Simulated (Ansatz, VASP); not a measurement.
## MoS2: VASP beside Ansatz

```xyz
6
Lattice="3.1494 0.0000 0.0000 -1.5747 2.7274 0.0000 0.0000 0.0000 12.0908" Properties=species:S:1:pos:R:3 pbc="T T T"
Mo    0.0000    1.8183    3.0875
Mo    1.5747    0.9091    9.0032
S     0.0000    1.8183    7.6022
S     1.5747    0.9091    1.3568
S     0.0000    1.8183   10.7339
S     1.5747    0.9091    4.4886
```

Change from the starting cell: mode 18 (469.1 1/cm) frozen in, largest displacement -0.100 Å.

Alike in both runs: task single point; functional PBE; dispersion D3(BJ); k mesh 12 × 12 × 4; occupations gaussian, width 0.05 eV; no spin polarisation.

```csv
,VASP,Ansatz
version,VASP 6.6.1,Ansatz 0.2.0
potentials or method,"VASP PAW PBE potentials, release 64 (Mo_sv, S), cutoff 520 eV","scalar-relativistic, plane waves, PAW"
valence electrons in the cell,52,52
```

```tsv
	VASP	Ansatz	Ansatz less VASP
gap on the k mesh at the Fermi level (eV)	0.14	0.12	-0.017
least direct gap on the mesh (eV)	1.22	1.20	-0.015
pressure (GPa)	2.5	2.7	+0.15
traceless stress, the component that is largest in VASP (GPa)	-0.50	-0.47	+0.026
rms of the force components (eV/Å)	2.045	2.049	+0.0031
```

Atom by atom the forces differ by 0.008 eV/Å (rms over components).
